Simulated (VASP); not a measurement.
Write the native input for VASP 6.6.1 that does the following.

```yaml
Task: single point
Functional: PBE
Potentials_or_basis: VASP PAW PBE potentials, release 64 (Nb_sv, Te)
Cutoff: 520 eV
k_mesh: 10 × 10 × 10
Occupations: gaussian, width 0.05 eV
Spin: collinear spin
Starting_moments: "[1.56, 0.0] μB"
Dipole_correction: no
Further_INCAR_settings: ALGO = Normal; EDIFF = 1e-06; NBANDS = 20
```

The structure of NbTe lies in POSCAR:

```
NbTe
1.0
    0.0000000000      3.1568094644      3.1568094644
    3.1568094644      0.0000000000      3.1568094644
    3.1568094644      3.1568094644      0.0000000000
Nb Te
1 1
Direct
    0.0000000000      0.0000000000      0.0000000000
    0.2500000000      0.2500000000      0.2500000000
```

These files were run (other wordings do the same):

INCAR

```
SYSTEM = NbTe
PREC = Accurate ; ENCUT = 520
EDIFF = 1E-6 ; ISMEAR = 0
SIGMA = 0.05 ; LREAL = .False.
LASPH = .True. ; NELM = 150
ALGO = Normal ; ISIF = 2
LWAVE = .False. ; LCHARG = .False.
ISPIN = 2 ; MAGMOM = 1.56 0
LORBIT = 11 ; LMAXMIX = 4
GGA = PE ; NBANDS = 20
```

KPOINTS

```
regular mesh
0
Gamma
  10 10 10
  0 0 0
```

Potentials or basis: VASP PAW PBE potentials, release 64 (Nb_sv, Te).

Run with:

```bash
$ cat potpaw_PBE.64/Nb_sv/POTCAR potpaw_PBE.64/Te/POTCAR > POTCAR
$ mpirun -np 1 vasp_std > vasp.out
```

Results of the run:

```yaml
Pressure: 1.5 GPa
Net_moment: 2.15 μB per cell
Site_moments: Nb +1.55; Te -0.05 μB
Valence_electrons_inside_the_program's_atomic_spheres: Nb 10.70; Te 3.52
```

It took 65 s on 1 thread of Intel(R) Xeon(R) 6975P-C (Granite Rapids) (shared host), peak memory 0.29 GiB.
